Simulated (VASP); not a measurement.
Here is a VASP 6.6.1 calculation.

Contents of INCAR:

```
SYSTEM = Nb
PREC = Accurate
ENCUT = 520
EDIFF = 1E-8
ISMEAR = -1
SIGMA = 0.05
LREAL = .False.
LASPH = .True.
NELM = 100
ALGO = Normal
ISIF = 2
LWAVE = .False.
LCHARG = .False.
GGA = PS
LEFG = .True.
NBANDS = 20
```

File KPOINTS:

```
Automatic mesh
0
Gamma
  9 9 9
  0 0 0
```

File POSCAR:

```
Nb
1.0
    0.0000000000      2.8296800281      2.8296800281
    2.8296800281      0.0000000000      2.8296800281
    2.8296800281      2.8296800281      0.0000000000
Nb
2
Direct
   -0.2825000000     -0.0725000000     -0.0725000000
    0.2825000000      0.0725000000      0.0725000000
```

Potentials or basis: VASP PAW PBE potentials, release 64 (Nb_sv).

Command:

```sh
$ cat potpaw_PBE.64/Nb_sv/POTCAR > POTCAR
$ mpirun -np 1 vasp_std > vasp.out
```

(1) Predict the pressure.

(2) Predict the largest force.

## Answers

(1) 222.5 GPa.

(2) 130.723 eV/Å.

Caveat: the cell differs from its parent crystal (shortest bond scaled by 0.58); without QUAD_EFG the Cq values of the log hold for a quadrupole moment of 1 mb, not for the nuclei; the PAW data sets were made with another functional, which shifts forces and pressure a little.
